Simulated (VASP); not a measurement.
# Pt in VASP: single point with PBE+D3(BJ)

Aim: the single point of Pt with PBE+D3(BJ).

Everything below comes from runs of VASP 6.6.1. Logs are shortened: lines on timing, memory, paths and dates and some standing lists are left out, and cuts for length are marked.

**1. The cell of the first run**

The cell holds a slab with vacuum, 12 atoms: a = 5.544 Å, b = 5.544 Å, c = 21.026 Å, α = 90.00°, β = 90.00°, γ = 60.00°.

**2. Single point, PBE+D3(BJ)**

INCAR reads:

```
SYSTEM = Pt
PREC     = Accurate       ! precision mode
ENCUT    = 400            ! plane-wave cutoff, eV
EDIFF    = 1E-6           ! SCF threshold, eV
ISMEAR   = 1              ! smearing method
SIGMA    = 0.1            ! smearing width, eV
LREAL    = .FALSE.        ! projectors in reciprocal space
LASPH    = .TRUE.         ! aspherical terms in the spheres
NELM     = 120            ! most SCF steps
ALGO     = Normal         ! electronic algorithm
ISIF     = 2              ! what is computed and relaxed
LWAVE    = .FALSE.        ! write WAVECAR
LCHARG   = .TRUE.         ! write CHGCAR
GGA      = PE             ! functional
IVDW     = 12             ! dispersion correction
LELF     = .TRUE.         ! ELF
LVHAR    = .TRUE.       
NBANDS   = 72             ! bands
GGA_COMPAT= .FALSE.      
NELMDL   = -8
```

KPOINTS reads:

```
regular mesh
0
G
  6 6 1
  0 0 0
```

POSCAR reads:

```
Pt
1.0
    5.5437171645      0.0000000000      0.0000000000
    2.7718585823      4.8009998959      0.0000000000
    0.0000000000      0.0000000000     21.0264261104
Pt
12
Direct
    0.1666666700      0.1666666700      0.1188980000
    0.6666666700      0.1666666700      0.1188980000
    0.1666666700      0.6666666700      0.1188980000
    0.6666666700      0.6666666700      0.1188980000
    0.8333333300      0.3333333300      0.2265346000
    0.3333333300      0.3333333300      0.2265346000
    0.8333333300      0.8333333300      0.2265346000
    0.3333333300      0.8333333300      0.2265346000
    0.0004084396     -0.0002252939      0.3367660744
    0.5004050387     -0.0002218593      0.3367585427
    0.0003879137      0.4997841882      0.3367621972
    0.5004019001      0.4997738376      0.3367585628
```

Potentials or basis: VASP PAW PBE potentials, release 64 (Pt).

Run with:

```
cat potpaw_PBE.64/Pt/POTCAR > POTCAR
mpirun -np 1 vasp_std > vasp.out
```

OUTCAR:

```text
SYSTEM = Pt
   PREC = Accurate
   ENCUT = 400
   EDIFF = 1E-6
   ISMEAR = 1
   LREAL = .FALSE.
   LASPH = .TRUE.
   NELM = 120
   ISIF = 2
   GGA = PE
   IVDW = 12
   NELMDL = -8
 IVDW          = 12

 ion  position               nearest neighbor table
   1  0.167  0.167  0.119-   6 2.77   5 2.77   8 2.77   2 2.77   2 2.77   4 2.77   4 2.77   3 2.77
                             3 2.77
   2  0.667  0.167  0.119-   5 2.77   6 2.77   7 2.77   1 2.77   1 2.77   3 2.77   3 2.77   4 2.77
                             4 2.77
   3  0.167  0.667  0.119-   8 2.77   7 2.77   6 2.77   4 2.77   4 2.77   2 2.77   2 2.77   1 2.77
                             1 2.77
   4  0.667  0.667  0.119-   7 2.77   8 2.77   5 2.77   3 2.77   3 2.77   1 2.77   1 2.77   2 2.77
                             2 2.77
   5  0.833  0.333  0.227-   2 2.77   1 2.77   4 2.77   6 2.77   6 2.77   8 2.77   8 2.77   7 2.77
                             7 2.77  12 2.82  11 2.82   9 2.82
   6  0.333  0.333  0.227-   1 2.77   2 2.77   3 2.77   5 2.77   5 2.77   7 2.77   7 2.77   8 2.77
                             8 2.77  11 2.82  12 2.82  10 2.82
   7  0.833  0.833  0.227-   4 2.77   3 2.77   2 2.77   8 2.77   8 2.77   6 2.77   6 2.77   5 2.77
                             5 2.77  10 2.82   9 2.82  11 2.82
   8  0.333  0.833  0.227-   3 2.77   4 2.77   1 2.77   7 2.77   7 2.77   5 2.77   5 2.77   6 2.77
                             6 2.77   9 2.82  10 2.82  12 2.82
   9  0.000  1.000  0.337-  12 2.77  10 2.77  11 2.77  11 2.77  10 2.77  12 2.77   8 2.82   7 2.82
                             5 2.82
  10  0.500  1.000  0.337-  11 2.77  12 2.77   9 2.77   9 2.77  12 2.77  11 2.77   7 2.82   8 2.82
                             6 2.82
  11  0.000  0.500  0.337-  10 2.77  12 2.77   9 2.77   9 2.77  12 2.77  10 2.77   6 2.82   5 2.82
                             7 2.82
  12  0.500  0.500  0.337-  11 2.77  10 2.77   9 2.77   9 2.77  10 2.77  11 2.77   5 2.82   6 2.82
                             8 2.82

  LATTYP: Found a hexagonal cell.
 ALAT       =     5.5437171646
 C/A-ratio  =     3.7928388996

  Lattice vectors:

 A1 = (  -2.7718585823,  -4.8009998959,   0.0000000000)
 A2 = (   5.5437171645,   0.0000000000,   0.0000000000)
 A3 = (   0.0000000000,   0.0000000000,  21.0264261104)

Analysis of symmetry for initial positions (statically):
=====================================================================
 Subroutine PRICEL returns:
 Original cell was already a primitive cell.

 Routine SETGRP: Setting up the symmetry group for a
 hexagonal supercell.

 Subroutine GETGRP returns: Found  1 space group operations
 (whereof  1 operations were pure point group operations)
 out of a pool of 24 trial point group operations.

The static configuration has the point symmetry C_1 .

Analysis of symmetry for dynamics (positions and initial velocities):
=====================================================================
 Subroutine PRICEL returns:
 Original cell was already a primitive cell.

 Routine SETGRP: Setting up the symmetry group for a
 hexagonal supercell.

 Subroutine GETGRP returns: Found  1 space group operations
 (whereof  1 operations were pure point group operations)
 out of a pool of 24 trial point group operations.

The dynamic configuration has the point symmetry C_1 .

 Subroutine INISYM returns: Found  1 space group operations
 (whereof  1 operations are pure point group operations),
 and found     1 'primitive' translations

----------------------------------------------------------------------------------------

                                     Primitive cell

  volume of cell :     559.6264

  direct lattice vectors                    reciprocal lattice vectors
     5.543717165  0.000000000  0.000000000     0.180384383 -0.104144972  0.000000000
     2.771858582  4.800999896  0.000000000     0.000000000  0.208289944  0.000000000
     0.000000000  0.000000000 21.026426110     0.000000000  0.000000000  0.047559200

  length of vectors
     5.543717165  5.543717165 21.026426110     0.208289944  0.208289944  0.047559200

  position of ions in fractional coordinates (direct lattice)
     0.166666670  0.166666670  0.118898000
     0.666666670  0.166666670  0.118898000
     0.166666670  0.666666670  0.118898000
     0.666666670  0.666666670  0.118898000
[... 30 lines left out ...]
 generate k-points for:    6    6    1

 Generating k-lattice:

  Cartesian coordinates                     Fractional coordinates (reciprocal lattice)
     0.030064064 -0.017357495  0.000000000     0.166666667  0.000000000  0.000000000
     0.000000000  0.034714991  0.000000000     0.000000000  0.166666667  0.000000000
     0.000000000  0.000000000  0.047559200     0.000000000  0.000000000  1.000000000

  Length of vectors
     0.034714991  0.034714991  0.047559200

  Shift w.r.t. Gamma in fractional coordinates (k-lattice)
     0.000000000  0.000000000  0.000000000

 Subroutine IBZKPT returns following result:
 ===========================================

 Found     20 irreducible k-points:

 Following reciprocal coordinates:
            Coordinates               Weight
  0.000000  0.000000  0.000000      1.000000
  0.166667  0.000000  0.000000      2.000000
  0.166667  0.166667  0.000000      2.000000
  0.000000  0.166667  0.000000      2.000000
  0.333333  0.000000  0.000000      2.000000
  0.333333  0.333333  0.000000      2.000000
[... 12 lines left out ...]
  0.500000 -0.333333  0.000000      2.000000
 -0.333333  0.333333  0.000000      2.000000
   k-points           NKPTS =     20   k-points in BZ     NKDIM =     20   number of bands    NBANDS=     72
   number of dos      NEDOS =    301   number of ions     NIONS =     12
   total plane-waves  NPLWV = 181440
   dimension x,y,z NGX =    36 NGY =   36 NGZ =  140
   dimension x,y,z NGXF=    72 NGYF=   72 NGZF=  280
   ions per type =              12
   NGX,Y,Z   is equivalent  to a cutoff of  10.80, 10.80, 11.07 a.u.
   NGXF,Y,Z  is equivalent  to a cutoff of  21.59, 21.59, 22.14 a.u.
 SYSTEM =  Pt
   PREC   = accura    normal or accurate (medium, high low for compatibility)
   ISTART =      0    job   : 0-new  1-cont  2-samecut
   ICHARG =      2    charge: 1-file 2-atom 10-const
   ISPIN  =      1    spin polarized calculation?
   LNONCOLLINEAR =      F non collinear calculations
   LSORBIT =      F    spin-orbit coupling
   LASPH  =      T    aspherical Exc in radial PAW
   ENCUT  =  400.0 eV  29.40 Ry    5.42 a.u.   9.04  9.04 34.29*2*pi/ulx,y,z
   NELM   =    120;   NELMIN=  2; NELMDL= -8     # of ELM steps
   EDIFF  = 0.1E-05   stopping-criterion for ELM
   LREAL  =      F    real-space projection
   EDIFFG = 0.1E-04   stopping-criterion for IOM
   NSW    =      0    number of steps for IOM
   IBRION =     -1    ionic relax: 0-MD 1-quasi-New 2-CG
   NFREE  =      0    steps in history (QN), initial steepest desc. (CG)
   ISIF   =      2    stress and relaxation
   ISYM   =      2    0-nonsym 1-usesym 2-fastsym
   POTIM  = 0.5000    time-step for ionic-motion
   TEBEG  =    0.0;   TEEND  =   0.0 temperature during run
   PSTRESS=    0.0 pullay stress
   NELECT =     120.0000    total number of electrons
   NUPDOWN=      -1.0000    fix difference up-down
   EMIN   =  10.00;   EMAX   =-10.00  energy-range for DOS
   EFERMI =   0.00;   METHOD = LEGACY
   ISMEAR =     1;   SIGMA  =   0.10  broadening in eV -4-tet -1-fermi 0-gaus
   EFERMI_NEDOS =   21; number of points for ismear=-14 and -15
   IALGO  =     38    algorithm
   IMIX   =      4    mixing-type and parameters
     AMIX     =   0.40;   BMIX     =  1.00
     AMIX_MAG =   1.60;   BMIX_MAG =  1.00
  volume/ion in A,a.u.               =      46.64       314.71
  Fermi-wavevector in a.u.,A,eV,Ry     =   0.979872  1.851689 13.063612  0.960148
  Thomas-Fermi vector in A             =   2.110758
   LORBIT       =      0    0 simple, 1 ext, 2 COOP (PROOUT), +10 PAW based schemes
   GGA     = PE    functional components
   LHFCALC =     F    Hartree Fock is set to
   AEXX    =    0.0000 exact exchange contribution
   IVDW    =    12    specifies the selected vdW correction
   LEPSILON=     F    determine dielectric tensor
   LRPA    =     F    only Hartree local field effects (RPA)
 non-spin polarized calculation
 Methfessel and Paxton  Order N= 1 SIGMA  =   0.10
  energy-cutoff  :      400.00
  volume of cell :      559.63
 maximum number of plane-waves:     10245
   NGX = 19   NGY = 19   NGZ = 69

 number of electron     120.0000011 magnetization

 Free energy of the ion-electron system (eV)
  ---------------------------------------------------
  ext. energy  EPLUGINS =         0.00000000
  ---------------------------------------------------
  free energy    TOTEN  =       -68.24983369 eV

  energy without entropy =      -68.24219416  energy(sigma->0) =      -68.24728718

 E-fermi :  -0.3619     XC(G=0):  -5.2484

 val. band max:       -0.3622933905   @ k =   0.1667   0.0000   0.0000
 cond. band min:      -0.3618610861   @ k =   0.1667   0.1667   0.0000
 fundamental gap:      0.0004323044
 Fermi energy:        -0.3619026363

 k-point     1 :       0.0000    0.0000    0.0000
  band No.  band energies     occupation
      1      -9.5047      2.00000
      2      -7.7271      2.00000
      3      -7.2828      2.00000
      4      -6.8957      2.00000
      5      -6.8957      2.00000
      6      -6.8953      2.00000
[... 1489 lines left out ...]
     71       4.9402      0.00000
     72       4.9664      0.00000

------------------------ aborting loop because EDIFF is reached ----------------------------------------

 Edisp (eV)   -6.17134

 E8    (eV) :    -2.9581

  FORCE on cell =-STRESS in cart. coord.  units (eV):
  Direction    XX          YY          ZZ          XY          YZ          ZX
  --------------------------------------------------------------------------------------
  -------------------------------------------------------------------------------------
  Total     -17.11812   -17.11917     2.66478    -0.00086    -0.00019     0.00027
  in kB     -49.00816   -49.01117     7.62911    -0.00246    -0.00054     0.00077
  external pressure =      -30.13 kB  Pullay stress =        0.00 kB

 VOLUME and BASIS-vectors are now :
 -----------------------------------------------------------------------------
  energy-cutoff  :      400.00
  volume of cell :      559.63
      direct lattice vectors                 reciprocal lattice vectors
     5.543717165  0.000000000  0.000000000     0.180384383 -0.104144972  0.000000000
     2.771858582  4.800999896  0.000000000     0.000000000  0.208289944  0.000000000
     0.000000000  0.000000000 21.026426110     0.000000000  0.000000000  0.047559200

 POSITION                                       TOTAL-FORCE (eV/Angst)
 -----------------------------------------------------------------------------------
      1.38593      0.80017      2.50000        -0.000848      0.000544     -0.337783
      4.15779      0.80017      2.50000        -0.000799      0.000534     -0.337885
      2.77186      3.20067      2.50000        -0.000831      0.000569     -0.337775
      5.54372      3.20067      2.50000        -0.000807      0.000537     -0.337996
      5.54372      1.60033      4.76321         0.001709     -0.001298      0.358209
      2.77186      1.60033      4.76321         0.001457     -0.000989      0.358054
      6.92965      4.00083      4.76321         0.001873     -0.001044      0.358193
      4.15779      4.00083      4.76321         0.001425     -0.000961      0.358123
      2.77350      4.79992      7.08099        -0.000976      0.000616     -0.020786
      5.54535      4.79993      7.08083        -0.001017      0.000622     -0.019983
      1.38748      2.39946      7.08091        -0.000318      0.000232     -0.020376
      4.15939      2.39941      7.08083        -0.000866      0.000637     -0.019994
 -----------------------------------------------------------------------------------
    total drift:                               -0.000074      0.000049     -0.002334

  FREE ENERGIE OF THE ION-ELECTRON SYSTEM (eV)
  ---------------------------------------------------
  free  energy   TOTEN  =       -74.4211714388 eV

  energy  without entropy=      -74.4135319088  energy(sigma->0) =      -74.41862493
```

Run time: 44 min. Hardware: 1 thread of Intel Xeon 8259CL, shared host; peak memory 0.64 GiB.

What came out:

| Item | Value |
| --- | --- |
| Free energy | -74.4212 eV |
| Largest force | 0.358 eV/Å |
| Band gap on the k mesh | zero (bands 60 and 61 overlap by 0.82 eV) |
| Dispersion energy per atom | -0.514 eV |

Forces on the atoms (eV/Å):
```
Pt  -0.001  0.001 -0.338
Pt  -0.001  0.001 -0.338
Pt  -0.001  0.001 -0.338
Pt  -0.001  0.001 -0.338
Pt   0.002 -0.001  0.358
Pt   0.001 -0.001  0.358
Pt   0.002 -0.001  0.358
Pt   0.001 -0.001  0.358
Pt  -0.001  0.001 -0.021
Pt  -0.001  0.001 -0.020
Pt   0.000  0.000 -0.020
Pt  -0.001  0.001 -0.020
```

Caveat: there is no dipole correction, which matters where the two faces differ; spin-orbit coupling is left out, which moves the levels of the heavy elements.
